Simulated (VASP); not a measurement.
Set up this calculation in VASP 6.6.1, as the native input.

* Task: single point
* Functional: PBEsol
* Potentials or basis: VASP PAW PBE potentials, release 64 (Zr_sv, B)
* Cutoff: 500 eV
* k mesh: 13 × 13 × 10
* Occupations: fermi-dirac, width 0.1 eV
* Spin: no spin polarisation
* Dipole correction: no
* Further INCAR settings: ALGO = Normal; EDIFF = 1e-06; NBANDS = 16

The structure of ZrB2 lies in POSCAR:

```
ZrB2
1.0
    3.1541500000      0.0000000000      0.0000000000
   -1.5770750000      2.7315744950      0.0000000000
    0.0000000000      0.0000000000      3.5685967526
Zr B
1 2
Direct
    0.0000000000      0.0000000000      0.0000000000
    0.3333333333      0.6666666667      0.5000000000
    0.6666666667      0.3333333333      0.5000000000
```

These files were run (other wordings do the same):

INCAR

```
SYSTEM = ZrB2
PREC = Accurate
ENCUT = 500
EDIFF = 1E-6
ISMEAR = -1
SIGMA = 0.1
LREAL = .FALSE.
LASPH = .TRUE.
NELM = 120
ALGO = Normal
ISIF = 2
LWAVE = .FALSE.
LCHARG = .FALSE.
GGA = PS
NBANDS = 16
GGA_COMPAT = .FALSE.
```

KPOINTS

```
Automatic mesh
0
G
  13 13 10
  0 0 0
```

Potentials or basis: VASP PAW PBE potentials, release 64 (Zr_sv, B).

The run is started by

```bash
$ cat potpaw_PBE.64/Zr_sv/POTCAR potpaw_PBE.64/B/POTCAR > POTCAR
$ mpirun -np 1 vasp_std > vasp.out
```

It gave:

| Item | Value |
| --- | --- |
| Pressure | -3.5 GPa |
| Band gap on the k mesh | zero (band 9 reaches 11.03 eV, above the bottom of band 10 at 10.07 eV) |

Caveat: the PAW data sets were made with another functional, which shifts forces and pressure a little.

Run time: 20 s on 1 thread of Intel(R) Xeon(R) 6975P-C (Granite Rapids) (shared host), peak memory 0.18 GiB.
